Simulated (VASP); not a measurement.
# Dy2Ti (P6/mmm) in VASP: notebook

Runs on Dy2Ti. Level: PBE. Tasks: single point.

Everything below comes from runs of VASP 6.6.1. Logs are shortened: lines on timing, memory, paths and dates and some standing lists are left out, and cuts for length are marked.

### Step 1. The cell of the first run

It takes space group P6/mmm (No. 191, hexagonal). The conventional cell has a = 3.189 Å, b = 3.189 Å, c = 9.055 Å, α = 90.00°, β = 90.00°, γ = 120.00°. Within 3.8 Å of Dy (site symmetry 6mm) lie 1 Ti at 2.87 Å and 7 Dy at 3.19 to 3.32 Å. Within 3.8 Å of Ti (site symmetry 6/mmm) lie 2 Dy at 2.87 Å and 6 Ti at 3.19 Å.

The cell was generated, and may not be a known phase.

### Step 2. Single point, PBE

The input, INCAR:

```
SYSTEM = Dy2Ti
PREC = Accurate ; ENCUT = 500
EDIFF = 1E-6 ; ISMEAR = 0
SIGMA = 0.2 ; LREAL = .FALSE.
LASPH = .TRUE. ; NELM = 200
ALGO = Normal ; ISIF = 2
LWAVE = .FALSE. ; LCHARG = .FALSE.
GGA = PE ; NBANDS = 22
GGA_COMPAT = .FALSE. ; LMAXMIX = 6
```

The input, KPOINTS:

```
regular mesh
0
G
  7 7 3
  0 0 0
```

The input, POSCAR:

```
Dy2Ti
1.0
    3.1885279747      0.0000000000      0.0000000000
   -1.5942639874      2.7613462268      0.0000000000
    0.0000000000      0.0000000000      9.0548470553
Dy Ti
2 1
Direct
    0.0000000000      0.0000000000      0.8167599876
    0.0000000000      0.0000000000      0.1832400124
    0.0000000000      0.0000000000      0.5000000000
```

Potentials or basis: VASP PAW PBE potentials, release 64 (Dy_3, Ti_sv), 4f in core.

Started as:

```console
$ cat potpaw_PBE.64/Dy_3/POTCAR potpaw_PBE.64/Ti_sv/POTCAR > POTCAR
$ mpirun -np 1 vasp_std > vasp.out
```

OUTCAR:

```text
SYSTEM = Dy2Ti
   PREC = Accurate
   ENCUT = 500
   EDIFF = 1E-6
   ISMEAR = 0
   LREAL = .FALSE.
   LASPH = .TRUE.
   NELM = 200
   ISIF = 2
   GGA = PE

 ion  position               nearest neighbor table
   1  0.000  0.000  0.817-   3 2.87   2 3.32
   2  0.000  0.000  0.183-   3 2.87   1 3.32
   3  0.000  0.000  0.500-   1 2.87   2 2.87

  LATTYP: Found a hexagonal cell.
 ALAT       =     3.1885279747
 C/A-ratio  =     2.8398204837

  Lattice vectors:

 A1 = (   3.1885279747,   0.0000000000,   0.0000000000)
 A2 = (  -1.5942639874,   2.7613462268,   0.0000000000)
 A3 = (   0.0000000000,   0.0000000000,   9.0548470553)

Analysis of symmetry for initial positions (statically):
=====================================================================
 Subroutine PRICEL returns:
 Original cell was already a primitive cell.

 Routine SETGRP: Setting up the symmetry group for a
 hexagonal supercell.

 Subroutine GETGRP returns: Found 24 space group operations
 (whereof 24 operations were pure point group operations)
 out of a pool of 24 trial point group operations.

The static configuration has the point symmetry D_6h.

Analysis of symmetry for dynamics (positions and initial velocities):
=====================================================================
 Subroutine PRICEL returns:
 Original cell was already a primitive cell.

 Routine SETGRP: Setting up the symmetry group for a
 hexagonal supercell.

 Subroutine GETGRP returns: Found 24 space group operations
 (whereof 24 operations were pure point group operations)
 out of a pool of 24 trial point group operations.

The dynamic configuration has the point symmetry D_6h.

 Subroutine INISYM returns: Found 24 space group operations
 (whereof 24 operations are pure point group operations),
 and found     1 'primitive' translations

----------------------------------------------------------------------------------------

                                     Primitive cell

  volume of cell :      79.7246

  direct lattice vectors                    reciprocal lattice vectors
     3.188527975  0.000000000  0.000000000     0.313624346  0.181071100  0.000000000
    -1.594263987  2.761346227  0.000000000     0.000000000  0.362142201  0.000000000
     0.000000000  0.000000000  9.054847055     0.000000000  0.000000000  0.110438088

  length of vectors
     3.188527975  3.188527975  9.054847055     0.362142201  0.362142201  0.110438088

  position of ions in fractional coordinates (direct lattice)
     0.000000000  0.000000000  0.816759988
     0.000000000  0.000000000  0.183240012
     0.000000000  0.000000000  0.500000000

  ion indices of the primitive-cell ions
   primitive index   ion index
                 1           1
                 2           2
                 3           3

----------------------------------------------------------------------------------------

 KPOINTS: regular mesh

Automatic generation of k-mesh.
 Grid dimensions read from file:
 generate k-points for:    7    7    3

 Generating k-lattice:

  Cartesian coordinates                     Fractional coordinates (reciprocal lattice)
     0.044803478  0.025867300  0.000000000     0.142857143  0.000000000  0.000000000
     0.000000000  0.051734600  0.000000000     0.000000000  0.142857143  0.000000000
     0.000000000  0.000000000  0.036812696     0.000000000  0.000000000  0.333333333

  Length of vectors
     0.051734600  0.051734600  0.036812696

  Shift w.r.t. Gamma in fractional coordinates (k-lattice)
     0.000000000  0.000000000  0.000000000

 Subroutine IBZKPT returns following result:
 ===========================================

 Found     16 irreducible k-points:

 Following reciprocal coordinates:
            Coordinates               Weight
  0.000000  0.000000  0.000000      1.000000
  0.142857 -0.000000  0.000000      6.000000
  0.285714 -0.000000  0.000000      6.000000
  0.428571 -0.000000  0.000000      6.000000
  0.142857  0.142857  0.000000      6.000000
  0.285714  0.142857  0.000000     12.000000
[... 8 lines left out ...]
  0.428571  0.142857  0.333333     12.000000
  0.285714  0.285714  0.333333     12.000000
   k-points           NKPTS =     16   k-points in BZ     NKDIM =     16   number of bands    NBANDS=     22
   number of dos      NEDOS =    301   number of ions     NIONS =      3
   total plane-waves  NPLWV =  40320
   dimension x,y,z NGX =    24 NGY =   24 NGZ =   70
   dimension x,y,z NGXF=    48 NGYF=   48 NGZF=  140
   ions per type =               2   1
   NGX,Y,Z   is equivalent  to a cutoff of  12.51, 12.51, 12.85 a.u.
   NGXF,Y,Z  is equivalent  to a cutoff of  25.03, 25.03, 25.70 a.u.
 SYSTEM =  Dy2Ti
   PREC   = accura    normal or accurate (medium, high low for compatibility)
   ISTART =      0    job   : 0-new  1-cont  2-samecut
   ICHARG =      2    charge: 1-file 2-atom 10-const
   ISPIN  =      1    spin polarized calculation?
   LNONCOLLINEAR =      F non collinear calculations
   LSORBIT =      F    spin-orbit coupling
   LASPH  =      T    aspherical Exc in radial PAW
   ENCUT  =  500.0 eV  36.75 Ry    6.06 a.u.   5.81  5.81 16.51*2*pi/ulx,y,z
   NELM   =    200;   NELMIN=  2; NELMDL= -5     # of ELM steps
   EDIFF  = 0.1E-05   stopping-criterion for ELM
   LREAL  =      F    real-space projection
   EDIFFG = 0.1E-04   stopping-criterion for IOM
   NSW    =      0    number of steps for IOM
   IBRION =     -1    ionic relax: 0-MD 1-quasi-New 2-CG
   NFREE  =      0    steps in history (QN), initial steepest desc. (CG)
   ISIF   =      2    stress and relaxation
   ISYM   =      2    0-nonsym 1-usesym 2-fastsym
   POTIM  = 0.5000    time-step for ionic-motion
   TEBEG  =    0.0;   TEEND  =   0.0 temperature during run
   PSTRESS=    0.0 pullay stress
   NELECT =      30.0000    total number of electrons
   NUPDOWN=      -1.0000    fix difference up-down
   EMIN   =  10.00;   EMAX   =-10.00  energy-range for DOS
   EFERMI =   0.00;   METHOD = LEGACY
   ISMEAR =     0;   SIGMA  =   0.20  broadening in eV -4-tet -1-fermi 0-gaus
   EFERMI_NEDOS =   21; number of points for ismear=-14 and -15
   IALGO  =     38    algorithm
   IMIX   =      4    mixing-type and parameters
     AMIX     =   0.40;   BMIX     =  1.00
     AMIX_MAG =   1.60;   BMIX_MAG =  1.00
  volume/ion in A,a.u.               =      26.57       179.34
  Fermi-wavevector in a.u.,A,eV,Ry     =   1.181910  2.233487 19.006140  1.396912
  Thomas-Fermi vector in A             =   2.318175
   LORBIT       =      0    0 simple, 1 ext, 2 COOP (PROOUT), +10 PAW based schemes
   GGA     = PE    functional components
   LHFCALC =     F    Hartree Fock is set to
   AEXX    =    0.0000 exact exchange contribution
   IVDW    =     0    specifies the selected vdW correction
   LEPSILON=     F    determine dielectric tensor
   LRPA    =     F    only Hartree local field effects (RPA)
 non-spin polarized calculation
 Gauss-broadening in eV      SIGMA  =   0.20
  energy-cutoff  :      500.00
  volume of cell :       79.72
 maximum number of plane-waves:      2042
 NGX is ok and might be reduce to    24
   NGX = 11   NGY = 11   NGZ = 33

 number of electron      30.0000005 magnetization

 Free energy of the ion-electron system (eV)
  ---------------------------------------------------
  ext. energy  EPLUGINS =         0.00000000
  ---------------------------------------------------
  free energy    TOTEN  =       -14.91807410 eV

  energy without entropy =      -14.78179419  energy(sigma->0) =      -14.84993414

 E-fermi :   4.0860     XC(G=0): -10.2330

 val. band max:        4.0205797136   @ k =   0.2857   0.1429   0.3333
 cond. band min:       4.0870537131   @ k =   0.0000   0.0000   0.3333
 fundamental gap:      0.0664739995
 Fermi energy:         4.0859624053

 k-point     1 :       0.0000    0.0000    0.0000
  band No.  band energies     occupation
      1     -52.9661      2.00000
      2     -29.2534      2.00000
      3     -29.0844      2.00000
      4     -29.0844      2.00000
      5     -19.1515      2.00000
      6     -18.7765      2.00000
[... 14 lines left out ...]
     21       6.6167      0.00000
     22       6.6167      0.00000

 k-point     2 :       0.1429   -0.0000    0.0000
  band No.  band energies     occupation
      1     -52.9614      2.00000
      2     -29.2481      2.00000
      3     -29.1219      2.00000
      4     -29.0934      2.00000
      5     -19.1069      2.00000
      6     -18.7396      2.00000
[... 14 lines left out ...]
     21       6.1010      0.00000
     22       6.2189      0.00000

 k-point     3 :       0.2857   -0.0000    0.0000
  band No.  band energies     occupation
      1     -52.9509      2.00000
      2     -29.2361      2.00000
      3     -29.2056      2.00000
      4     -29.1135      2.00000
      5     -19.0825      2.00000
      6     -19.0377      2.00000
[... 14 lines left out ...]
     21       6.3850      0.00000
     22       6.7811      0.00000

 k-point     4 :       0.4286   -0.0000    0.0000
  band No.  band energies     occupation
      1     -52.9425      2.00000
      2     -29.2720      2.00000
      3     -29.2265      2.00000
      4     -29.1296      2.00000
      5     -19.5072      2.00000
      6     -19.4575      2.00000
[... 14 lines left out ...]
     21       7.0247      0.00000
     22       7.5244      0.00000

 k-point     5 :       0.1429    0.1429    0.0000
  band No.  band energies     occupation
      1     -52.9538      2.00000
      2     -29.2394      2.00000
      3     -29.1772      2.00000
      4     -29.1133      2.00000
      5     -19.0343      2.00000
      6     -18.8870      2.00000
[... 217 lines left out ...]
 k-point    14 :       0.2857    0.1429    0.3333
  band No.  band energies     occupation
      1     -52.9444      2.00000
      2     -29.2414      2.00000
      3     -29.2287      2.00000
      4     -29.1422      2.00000
      5     -19.3108      2.00000
      6     -19.2633      2.00000
[... 14 lines left out ...]
     21       6.5162      0.00000
     22       6.7320      0.00000

 k-point    15 :       0.4286    0.1429    0.3333
  band No.  band energies     occupation
      1     -52.9401      2.00000
      2     -29.2694      2.00000
      3     -29.2239      2.00000
      4     -29.1553      2.00000
      5     -19.4879      2.00000
      6     -19.4379      2.00000
[... 14 lines left out ...]
     21       7.0036      0.00000
     22       7.4700      0.00000

 k-point    16 :       0.2857    0.2857    0.3333
  band No.  band energies     occupation
      1     -52.9391      2.00000
      2     -29.2430      2.00000
      3     -29.2227      2.00000
      4     -29.1923      2.00000
      5     -19.3142      2.00000
      6     -19.2675      2.00000
[... 14 lines left out ...]
     21       6.3945      0.00000
     22       6.5145      0.00000

------------------------ aborting loop because EDIFF is reached ----------------------------------------

  FORCE on cell =-STRESS in cart. coord.  units (eV):
  Direction    XX          YY          ZZ          XY          YZ          ZX
  --------------------------------------------------------------------------------------
  -------------------------------------------------------------------------------------
  Total        0.1165196      0.1165196      0.2754397     -0.0000000     -0.0000000      0.0000000
  in kB        2.3416260      2.3416260      5.5353484     -0.0000000     -0.0000000      0.0000000
  external PRESSURE =       3.4062001 kB  Pullay stress =       0.0000000 kB

 VOLUME and BASIS-vectors are now :
 -----------------------------------------------------------------------------
  energy-cutoff  :      500.00
  volume of cell :       79.72
      direct lattice vectors                 reciprocal lattice vectors
     3.188527975  0.000000000  0.000000000     0.313624346  0.181071100  0.000000000
    -1.594263987  2.761346227  0.000000000     0.000000000  0.362142201  0.000000000
     0.000000000  0.000000000  9.054847055     0.000000000  0.000000000  0.110438088

 POSITION                                       TOTAL-FORCE (eV/Angst)
 -----------------------------------------------------------------------------------
      0.00000      0.00000      7.39564         0.000000     -0.000000     -0.038537
      0.00000      0.00000      1.65921        -0.000000      0.000000      0.038537
      0.00000      0.00000      4.52742         0.000000      0.000000      0.000000
 -----------------------------------------------------------------------------------
    total drift:                                0.000000      0.000000      0.000000

  FREE ENERGIE OF THE ION-ELECTRON SYSTEM (eV)
  ---------------------------------------------------
  free  energy   TOTEN  =       -14.9180740966 eV

  energy  without entropy=      -14.7817941857  energy(sigma->0) =      -14.84993414
```

Wall time 58 s (1 thread of Intel Xeon 8259CL, shared host); peak memory 0.2 GiB.

What came out:

```
Free energy            : -14.9181 eV
Pressure               : 0.3 GPa
Largest force          : 0.039 eV/Å
Band gap on the k mesh : zero (bands 15 and 16 overlap by 0.84 eV)
```

Forces on the atoms (eV/Å):
```
Dy   0.000  0.000 -0.039
Dy   0.000  0.000  0.039
Ti   0.000  0.000  0.000
```

Stress tensor (GPa, compression positive):
```
0.23 0.00 0.00
0.00 0.23 0.00
0.00 0.00 0.55
```

Levels at points of the mesh, in eV from the Fermi level:
```
           k point  band 13  band 14  band 15  band 16  band 17  band 18
(0.00, 0.00, 0.00)    -2.86    -0.87     0.45     0.55     0.91     0.91
```

Caveat: spin-orbit coupling is left out, which moves the levels of the heavy elements; the 4f electrons are frozen in the core, so they carry no moment and show no levels. Spin polarisation is off, so any magnetic state and its effect on volume and gap are missing.

### Step 3. Single point, PBE

This run uses another cell than the first one, of 25.26 Å³/atom.

The input, INCAR:

```
SYSTEM = Dy2Ti
  PREC = Accurate
  ENCUT = 500
  EDIFF = 1E-6
  ISMEAR = 0
  SIGMA = 0.2
  LREAL = .FALSE.
  LASPH = .TRUE.
  NELM = 200
  ALGO = Normal
  ISIF = 2
  LWAVE = .FALSE.
  LCHARG = .FALSE.
  GGA = PE
  NBANDS = 22
  GGA_COMPAT = .FALSE.
  LMAXMIX = 6
```

The input, KPOINTS:

```
regular mesh
0
G
  5 5 6
  0 0 0
```

The input, POSCAR:

```
Dy2Ti
1.0
    5.2277777603      0.0000000000      0.0000000000
   -2.6138888802      4.5273883458      0.0000000000
    0.0000000000      0.0000000000      3.2011441891
Dy Ti
2 1
Direct
    0.3333333333      0.6666666667      0.0000000000
    0.6666666667      0.3333333333      0.0000000000
    0.0000000000      0.0000000000      0.5000000000
```

Potentials or basis: VASP PAW PBE potentials, release 64 (Dy_3, Ti_sv), 4f in core.

Started as:

```console
$ cat potpaw_PBE.64/Dy_3/POTCAR potpaw_PBE.64/Ti_sv/POTCAR > POTCAR
$ mpirun -np 1 vasp_std > vasp.out
```

OUTCAR:

```text
SYSTEM = Dy2Ti
   PREC = Accurate
   ENCUT = 500
   EDIFF = 1E-6
   ISMEAR = 0
   LREAL = .FALSE.
   LASPH = .TRUE.
   NELM = 200
   ISIF = 2
   GGA = PE

 ion  position               nearest neighbor table
   1  0.333  0.667  0.000-   2 3.02   2 3.02   2 3.02
   2  0.667  0.333  0.000-   1 3.02   1 3.02   1 3.02
   3  0.000  0.000  0.500-

  LATTYP: Found a hexagonal cell.
 ALAT       =     5.2277777603
 C/A-ratio  =     0.6123336408

  Lattice vectors:

 A1 = (   5.2277777603,   0.0000000000,   0.0000000000)
 A2 = (  -2.6138888802,   4.5273883458,   0.0000000000)
 A3 = (   0.0000000000,   0.0000000000,   3.2011441891)

Analysis of symmetry for initial positions (statically):
=====================================================================
 Subroutine PRICEL returns:
 Original cell was already a primitive cell.

 Routine SETGRP: Setting up the symmetry group for a
 hexagonal supercell.

 Subroutine GETGRP returns: Found 24 space group operations
[... 158 lines left out ...]
  ---------------------------------------------------
  free energy    TOTEN  =       -15.99022534 eV

  energy without entropy =      -15.86286086  energy(sigma->0) =      -15.92654310

 E-fermi :   4.4071     XC(G=0): -10.5050

 val. band max:        4.3916087308   @ k =   0.4000   0.0000   0.0000
 cond. band min:       4.4083685721   @ k =   0.2000   0.2000   0.1667
 fundamental gap:      0.0167598413
 Fermi energy:         4.4070839466

 k-point     1 :       0.0000    0.0000    0.0000
  band No.  band energies     occupation
      1     -52.7139      2.00000
      2     -28.9979      2.00000
      3     -28.9979      2.00000
      4     -28.7256      2.00000
      5     -18.9734      2.00000
      6     -18.9734      2.00000
[... 489 lines left out ...]
     21       7.0399      0.00000
     22       7.5685      0.00000

------------------------ aborting loop because EDIFF is reached ----------------------------------------

  FORCE on cell =-STRESS in cart. coord.  units (eV):
  Direction    XX          YY          ZZ          XY          YZ          ZX
  --------------------------------------------------------------------------------------
  -------------------------------------------------------------------------------------
  Total        0.5620841      0.5620841      0.1644969     -0.0000000      0.0000000     -0.0000000
  in kB       11.8861656     11.8861656      3.4785495     -0.0000000      0.0000000     -0.0000000
  external PRESSURE =       9.0836269 kB  Pullay stress =       0.0000000 kB

 VOLUME and BASIS-vectors are now :
 -----------------------------------------------------------------------------
  energy-cutoff  :      500.00
  volume of cell :       75.77
      direct lattice vectors                 reciprocal lattice vectors
     5.227777760  0.000000000  0.000000000     0.191285867  0.110438947  0.000000000
    -2.613888880  4.527388346  0.000000000     0.000000000  0.220877893  0.000000000
     0.000000000  0.000000000  3.201144189     0.000000000  0.000000000  0.312388303

 POSITION                                       TOTAL-FORCE (eV/Angst)
 -----------------------------------------------------------------------------------
     -0.00000      3.01826      0.00000         0.000000     -0.000000      0.000000
      2.61389      1.50913      0.00000        -0.000000      0.000000     -0.000000
      0.00000      0.00000      1.60057        -0.000000      0.000000      0.000000
 -----------------------------------------------------------------------------------
    total drift:                                0.000000     -0.000000      0.000000

  FREE ENERGIE OF THE ION-ELECTRON SYSTEM (eV)
  ---------------------------------------------------
  free  energy   TOTEN  =       -15.9902253412 eV

  energy  without entropy=      -15.8628608558  energy(sigma->0) =      -15.92654310
```

Wall time 2 min (1 thread of Intel Xeon 8259CL, shared host); peak memory 0.2 GiB.

What came out:

| Property | Result |
| --- | --- |
| Free energy | -15.9902 eV |
| Pressure | 0.9 GPa |
| Band gap on the k mesh | zero (bands 15 and 16 overlap by 0.99 eV) |

Levels at points of the mesh, in eV from the Fermi level:
| k point | band 13 | band 14 | band 15 | band 16 | band 17 | band 18 |
| --- | --- | --- | --- | --- | --- | --- |
| (0.00, 0.00, 0.00) | -0.11 | -0.11 | 0.13 | 0.13 | 0.51 | 1.12 |
| (0.00, 0.00, 0.50) | -1.63 | -0.77 | -0.76 | -0.76 | 1.56 | 1.56 |

Caveat: spin-orbit coupling is left out, which moves the levels of the heavy elements; the 4f electrons are frozen in the core, so they carry no moment and show no levels. Spin polarisation is off, so any magnetic state and its effect on volume and gap are missing.

The gap in the log of VASP goes by the Fermi energy; the results here count the filled bands.